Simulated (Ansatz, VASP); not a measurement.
## Two plane-wave programs on TaAs

```
CELL_PARAMETERS angstrom
-1.71479 1.71479 5.79072
1.71479 -1.71479 5.79072
1.71479 1.71479 -5.79072
ATOMIC_POSITIONS crystal
Ta 0.50031 0.00031 0.50000
Ta 0.75031 0.75031 0.00000
As 0.08229 0.58229 0.50000
As 0.33229 0.33229 0.00000
```

Alike in both runs: functional PBEsol; k mesh 18 × 18 × 18; occupations fermi-dirac, width 0.15 eV; no spin polarisation.

Ansatz relaxed the structure, and its values are those at the end. VASP's run is a single point on that final structure, the one shown.

```csv
,VASP,Ansatz
version,VASP 6.6.1,Ansatz 0.2.0
potentials or method,"VASP PAW PBE potentials, release 64 (Ta_pv, As), cutoff 520 eV","scalar-relativistic, plane waves, PAW"
valence electrons in the cell,32,56
```

```csv
,VASP,Ansatz,Ansatz less VASP
gap on the k mesh at the Fermi level (eV),none,none,-
pressure (GPa),0.7,0.0,-0.67
```

VASP's potentials were made for PBE, not for PBEsol. A gap of «none» marks a metal or a gap that the smearing closes. VASP's potentials hold 32 valence electrons a cell and Ansatz's 56, so a difference there can come from the potentials and not from the codes.

Spin-orbit coupling is off throughout.
